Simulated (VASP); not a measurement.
The system is FeO (Wuestite).

```xyz
2
Lattice="0.0000 2.1554 2.1554 2.1554 0.0000 2.1554 2.1554 2.1554 0.0000" Properties=species:S:1:pos:R:3 pbc="T T T"
Fe    0.0000    0.0000    0.0000
O     2.1554    2.1554    2.1554
```

| Property | Result |
| --- | --- |
| Program | VASP 6.6.1 |
| Task | relaxation of cell and atoms |
| Functional | RPBE |
| Potentials or basis | VASP PAW PBE potentials, release 64 (Fe, O) |
| Cutoff | 600 eV |
| k mesh | 10 × 10 × 10 |
| Occupations | fermi-dirac, width 0.05 eV |
| Spin | collinear spin, ferromagnetic start |
| Starting moments | [4.5, 0.0] μB |

At the start: pressure 5.2 GPa; volume 10.01 Å³/atom.

Task: Where does the relaxation end?

Result: Over 3 steps the energy falls by 4.6 meV/atom and the volume is 10.31 Å³/atom (+2.9 %); space group Fm-3m (No. 225, to 0.05 Å); moment 4.00 μB per cell.

The path:
```tsv
step	energy change (eV)	largest force (eV/Å)	pressure (GPa)	volume (Å³)
1	0.0000	0.0000	5.17	20.03
2	-0.0058	0.0000	-2.86	20.98
3	-0.0092	0.0000	0.00	20.61
```

Final structure:
```
CELL_PARAMETERS angstrom
0.00000 2.17613 2.17613
2.17613 0.00000 2.17613
2.17613 2.17613 0.00000
ATOMIC_POSITIONS crystal
Fe 0.00000 0.00000 0.00000
O 0.50000 0.50000 0.50000
```

Caveat: the PAW data sets were made with another functional, which shifts forces and pressure a little; a cell with one magnetic atom can't hold antiferromagnetic order, which such compounds often take.
